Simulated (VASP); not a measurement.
Here is a VASP 6.6.1 calculation.

INCAR

```
ALGO     = Normal         # electronic algorithm
EDIFF    = 1E-6           # SCF threshold, eV
ENCUT    = 520            # plane-wave cutoff, eV
GGA      = PE             # functional
ISIF     = 2              # what is computed and relaxed
ISMEAR   = 0              # smearing method
LASPH    = T              # aspherical terms in the spheres
LCHARG   = F              # write CHGCAR
LREAL    = F              # projectors in reciprocal space
LWAVE    = F              # write WAVECAR
NBANDS   = 18             # bands
NELM     = 100            # most SCF steps
PREC     = Accurate       # precision mode
SIGMA    = 0.1            # smearing width, eV
```

The input KPOINTS:

```
k-points
0
Gamma
  4 4 4
```

The input POSCAR:

```
B2P3
1.0
    4.2322495900      0.0000000000      0.0000000000
    0.0000000000      4.2322495900      0.0000000000
    0.0000000000      0.0000000000      4.2322495900
B P
2 3
Direct
    0.5000000000      0.5000000000      0.5000000000
    0.0000000000      0.0000000000      0.0000000000
    0.5000000000      0.0000000000      0.0000000000
    0.0000000000      0.5000000000      0.0000000000
    0.0000000000      0.0000000000      0.5000000000
```

Potentials or basis: VASP PAW PBE potentials, release 64 (B, P).

Command:

```bash
$ cat potpaw_PBE.64/B/POTCAR potpaw_PBE.64/P/POTCAR > POTCAR
$ mpirun -np 1 vasp_std > vasp.out
```

Q: What does it give for the pressure?

A: -12.8 GPa.

Caveat: the k points lie up to 0.37 Å⁻¹ apart.
